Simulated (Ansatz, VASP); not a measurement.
**Two plane-wave programs on ZnSe**

```
Zn Se
1.0
     3.98277    0.00000    0.00000
     0.00000    3.98277    0.00000
     0.00000    0.00000    5.25644
Zn Se
2 2
Direct
  0.00000 0.00000 0.00000
  0.50000 0.50000 0.00000
  0.00000 0.50000 0.24200
  0.50000 0.00000 0.75800
```

Alike in both runs: task single point; functional LDA; k mesh 8 × 8 × 6; occupations gaussian, width 0.05 eV; no spin polarisation.

|  | VASP | Ansatz |
| --- | --- | --- |
| version | VASP 6.6.1 | Ansatz 0.2.0 |
| potentials or method | VASP PAW LDA potentials, release 64 (Zn, Se), cutoff 520 eV | scalar-relativistic, plane waves, PAW |
| valence electrons in the cell | 36 | 56 |

VASP gave:

| Item | Value |
| --- | --- |
| gap on the k mesh at the Fermi level (eV) | 0.95 |
| least direct gap on the mesh (eV) | 0.95 |
| pressure (GPa) | 10.1 |
| traceless stress, the component that is largest in VASP (GPa) | 0.49 |
| rms of the force components (eV/Å) | 0.971 |

Task: What did Ansatz give for the same quantities?

Result: gap on the k mesh at the Fermi level (eV): 0.95; least direct gap on the mesh (eV): 0.95; pressure (GPa): 9.5; traceless stress, the component that is largest in VASP (GPa): 0.61; rms of the force components (eV/Å): 0.933.

LDA's correlation is that of Perdew and Zunger in VASP and of Perdew and Wang (1992) in Ansatz. Atom by atom the forces differ by 0.038 eV/Å (rms over components). VASP's potentials hold 36 valence electrons a cell and Ansatz's 56, so a difference there can come from the potentials and not from the codes.
